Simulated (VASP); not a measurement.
A run of VASP 6.6.1 is set up as follows.

Contents of INCAR:

```
PREC = Accurate
ENCUT = 600
EDIFF = 1E-7
ISMEAR = 0
SIGMA = 0.1
LREAL = False
LASPH = True
NELM = 120
ALGO = Normal
ISIF = 3
LWAVE = False
LCHARG = False
IBRION = 2
NSW = 100
EDIFFG = -0.002
GGA_COMPAT = False
NELMIN = 4
```

Contents of KPOINTS:

```
regular mesh
0
Gamma
  16 16 16
```

The input POSCAR:

```
YN
1.0
    0.0000000000      2.4100689741      2.4100689741
    2.4100689741      0.0000000000      2.4100689741
    2.4100689741      2.4100689741      0.0000000000
Y N
1 1
Direct
    0.0000000000      0.0000000000      0.0000000000
    0.5000000000      0.5000000000      0.5000000000
```

Potentials or basis: VASP PAW LDA potentials, release 64 (Y_sv, N).

The run is started by

```sh
$ cat potpaw_LDA.64/Y_sv/POTCAR potpaw_LDA.64/N/POTCAR > POTCAR
$ mpirun -np 1 vasp_std > vasp.out
```

Problem. Predict the space group after relaxing (to 0.05 Å).

Solution. Fm-3m (No. 225).

Problem. Estimate the relaxed cell.

Solution. a = 3.409 Å, b = 3.409 Å, c = 3.409 Å, α = 60.00°, β = 60.00°, γ = 60.00°.

Problem. Estimate the relaxed volume.

Solution. 14.00 Å³/atom.

Final structure:
```
Y N
1.0
     0.00000    2.41041    2.41041
     2.41041    0.00000    2.41041
     2.41041    2.41041    0.00000
Y N
1 1
Direct
  0.00000 0.00000 0.00000
  0.50000 0.50000 0.50000
```
